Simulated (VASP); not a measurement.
Input of a VASP 6.6.1 run:

The input INCAR:

```
PREC = Accurate
ENCUT = 520
EDIFF = 1E-7
ISMEAR = 0
SIGMA = 0.15
LREAL = False
LASPH = True
NELM = 100
ALGO = Fast
ISIF = 2
LWAVE = False
LCHARG = False
GGA = PS
IVDW = 12
NBANDS = 13
```

KPOINTS

```
regular mesh
0
Gamma
  20 20 20
```

File POSCAR:

```
Sn
1.0
   -1.7265390000      1.7755470000      2.4318756800
    1.7265390000     -1.7755470000      2.4318756800
    1.7265390000      1.7755470000     -2.4318756800
Sn
1
Direct
    0.0000000000      0.0000000000      0.0000000000
```

Potentials or basis: VASP PAW PBE potentials, release 64 (Sn_d).

Launch:

```console
$ cat potpaw_PBE.64/Sn_d/POTCAR > POTCAR
$ mpirun -np 1 vasp_std > vasp.out
```

What does it give for the dispersion energy per atom?

-0.353 eV.

Predict the band gap on the k mesh.

zero (band 7 reaches 13.58 eV, above the bottom of band 8 at 5.11 eV).

Estimate the pressure.

-6.9 GPa.

Stress tensor (GPa, compression positive):
```
-6.69  0.00  0.00
 0.00 -7.11  0.00
 0.00  0.00 -6.92
```

Caveat: the cell differs from its parent crystal (strain +0.000 along x and y, +0.040 along z); the PAW data sets were made with another functional, which shifts forces and pressure a little; spin-orbit coupling is left out, which moves the levels of the heavy elements; pairwise dispersion overbinds metals, which lowers pressure and volume.
